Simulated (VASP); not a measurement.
Input of a VASP 6.6.1 run:

INCAR

```
SYSTEM = Al
PREC = Accurate
ENCUT = 600
EDIFF = 1E-6
ISMEAR = 1
SIGMA = 0.1
LREAL = .FALSE.
LASPH = .TRUE.
NELM = 60
ALGO = Normal
ISIF = 3
LWAVE = .FALSE.
LCHARG = .FALSE.
GGA = PS
IVDW = 13
IBRION = 2
NSW = 80
EDIFFG = -0.03
```

The input KPOINTS:

```
Automatic mesh
0
G
  20 20 20
  0 0 0
```

POSCAR

```
Al
1.0
    0.0000000000      2.0248050000      2.0248050000
    2.0248050000      0.0000000000      2.0248050000
    2.0248050000      2.0248050000      0.0000000000
Al
1
Direct
    0.0000000000      0.0000000000      0.0000000000
```

Potentials or basis: VASP PAW PBE potentials, release 64 (Al).

Launch:

```bash
$ cat potpaw_PBE.64/Al/POTCAR > POTCAR
$ mpirun -np 1 vasp_std > vasp.out
```

Problem. Predict the space group after relaxing (to 0.05 Å).

Solution. Fm-3m (No. 225).

Problem. Predict the dispersion energy per atom.

Solution. -0.208 eV.

Problem. Estimate the relaxed cell.

Solution. a = 2.817 Å, b = 2.817 Å, c = 2.817 Å, α = 60.00°, β = 60.00°, γ = 60.00°.

Final structure:
```xyz
1
Lattice="0.0000 1.9920 1.9920 1.9920 0.0000 1.9920 1.9920 1.9920 0.0000" Properties=species:S:1:pos:R:3 pbc="T T T"
Al    0.0000    0.0000    0.0000
```
